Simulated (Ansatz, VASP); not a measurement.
Two plane-wave programs on Rb2FeCl6F

```xyz
10
Lattice="0.0000 4.8105 4.8105 4.8105 0.0000 4.8105 4.8105 4.8105 0.0000" Properties=species:S:1:pos:R:3 pbc="T T T"
Fe    0.0000    0.0000    0.0000
Cl    2.0753    4.8105    4.8105
Cl    4.8105    2.0753    4.8105
Cl    7.5458    4.8105    4.8105
Cl    4.8105    7.5458    4.8105
Cl    4.8105    4.8105    2.0753
Cl    4.8105    4.8105    7.5458
Rb    2.4053    2.4053    2.4053
Rb    7.2158    7.2158    7.2158
F     4.8105    4.8105    4.8105
```

Alike in both runs: task single point; functional RPBE; k mesh 3 × 3 × 3; occupations tetrahedron; no spin polarisation.

```csv
,VASP,Ansatz
version,VASP 6.6.1,Ansatz 0.2.0
potentials or method,"VASP PAW PBE potentials, release 64 (Fe, Cl, Rb_sv, F), cutoff 520 eV",PAW plane waves
valence electrons in the cell,75,83
```

Ansatz gave:

- gap on the k mesh at the Fermi level (eV): none
- pressure (GPa): 13.7
- rms of the force components (eV/Å): 1.441

**Question.** Which values does VASP return?

**Answer.** gap on the k mesh at the Fermi level (eV): none; pressure (GPa): 13.6; rms of the force components (eV/Å): 1.439.

VASP's potentials were made for PBE, not for RPBE. Atom by atom the forces differ by 0.002 eV/Å (rms over components). A gap of «none» marks a metal or a gap that the smearing closes. VASP's potentials hold 75 valence electrons a cell and Ansatz's 83, so a difference there can come from the potentials and not from the codes. Ansatz's warnings: band table not solved further, tetrahedron derivatives may miss energy slope.

The k mesh is coarse, so the values compare programs but aren't converged.
